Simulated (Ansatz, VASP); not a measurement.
**Two plane-wave programs on SiC**

```
Si C
1.0
     3.09732    0.00000    0.00000
    -1.54866    2.68235    0.00000
     0.00000    0.00000    4.88385
Si C
2 2
Cartesian
  0.0000 1.7882 0.0225
  1.5487 0.8941 2.4644
  0.0000 1.7882 1.8578
  1.5487 0.8941 4.2997
```

Alike in both runs: task relaxation of the atoms; functional LDA; k mesh 12 × 12 × 6; occupations gaussian, width 0.05 eV; no spin polarisation.

|  | VASP | Ansatz |
| --- | --- | --- |
| version | VASP 6.6.1 | Ansatz 0.2.0 |
| potentials or method | VASP PAW LDA potentials, release 64 (Si, C), cutoff 520 eV | scalar-relativistic, plane waves, PAW |
| valence electrons in the cell | 16 | 16 |

|  | VASP | Ansatz | Ansatz less VASP |
| --- | --- | --- | --- |
| gap on the k mesh at the Fermi level, each at its own relaxed structure (eV) | 2.16 | 2.17 | +0.015 |

Ansatz warns that its potentials were made for another functional, while VASP's fit it. LDA's correlation is that of Perdew and Zunger in VASP and of Perdew and Wang (1992) in Ansatz. Ansatz's warnings: stress scf threshold loose.
